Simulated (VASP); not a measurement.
Crystal: SmNb.

```
Sm Nb
1.0
     4.80990    0.00000    0.00000
    -2.40495    4.16550    0.00000
     0.00000    0.00000    4.16174
Sm Nb
2 2
Cartesian
  0.0000 2.7770 2.0809
  2.4049 1.3885 2.0809
  0.0000 0.0000 2.0809
  0.0000 0.0000 0.0000
```

The cell was generated, and may not be a known phase.

| Item | Value |
| --- | --- |
| Program | VASP 6.6.1 |
| Task | relaxation of cell and atoms |
| Functional | PBE |
| Potentials or basis | VASP PAW PBE potentials, release 64 (Sm_3, Nb_sv), 4f in core |
| Cutoff | 500 eV |
| k mesh | 5 × 5 × 5 |
| Occupations | gaussian, width 0.2 eV |
| Spin | no spin polarisation |

At the start: pressure 48.7 GPa; volume 20.85 Å³/atom.

Where does the relaxation end?

Over 9 steps the energy falls by 1076.1 meV/atom and the volume is 30.97 Å³/atom (+48.6 %); space group P6/mmm (No. 191, to 0.1 Å) before and after.

The path:
| step | energy change (eV) | largest force (eV/Å) | pressure (GPa) | volume (Å³) |
| --- | --- | --- | --- | --- |
| 1 | 0.0000 | 0.0000 | 48.65 | 83.38 |
| 2 | -0.9676 | 0.0000 | -10.54 | 184.68 |
| 3 | -4.0278 | 0.0000 | -0.09 | 123.31 |
| 4 | -4.0349 | 0.0000 | 0.55 | 121.79 |
| 5 | -4.0361 | 0.0000 | 1.13 | 120.48 |
| 6 | -4.2902 | 0.0000 | -0.99 | 125.61 |
| 7 | -4.2938 | 0.0000 | -1.16 | 126.21 |
| 8 | -4.3011 | 0.0000 | 0.59 | 122.63 |
| 9 | -4.3046 | 0.0000 | -0.10 | 123.87 |

Final structure:
```yaml
crystal:
  lattice:
    - [5.56288, 0.00000, 0.00000]
    - [-2.78144, 4.81760, 0.00000]
    - [0.00000, 0.00000, 4.62211]
  atoms:
    - { symbol: Sm, position: [0.33333, 0.66667, 0.50000] }
    - { symbol: Sm, position: [0.66667, 0.33333, 0.50000] }
    - { symbol: Nb, position: [0.00000, 0.00000, 0.50000] }
    - { symbol: Nb, position: [0.00000, 0.00000, 0.00000] }
```

Caveat: the volume moved by over 15 % at a fixed basis, so the end points are rough.
